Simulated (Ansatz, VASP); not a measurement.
# One calculation of Ba, two programs

```
Ba
1.0
    -1.93254    2.54439    2.54439
     2.54439   -1.93254    2.54439
     2.54439    2.54439   -1.93254
Ba
1
Cartesian
  0.0000 0.0000 0.0000
```

Alike in both runs: task single point; functional PBE; k mesh 18 × 18 × 18; occupations gaussian, width 0.15 eV; no spin polarisation.

|  | VASP | Ansatz |
| --- | --- | --- |
| version | VASP 6.6.1 | Ansatz 0.2.0 |
| potentials or method | VASP PAW PBE potentials, release 64 (Ba_sv), cutoff 520 eV | scalar-relativistic, plane waves, PAW |
| valence electrons in the cell | 10 | 10 |

```csv
,VASP,Ansatz,Ansatz less VASP
gap on the k mesh at the Fermi level (eV),none,none,-
pressure (GPa),0.0,0.0,-0.07
"traceless stress, the component that is largest in VASP (GPa)",-0.83,-0.82,+0.012
```

A gap of «none» marks a metal or a gap that the smearing closes.

Neither program's run includes spin-orbit coupling.
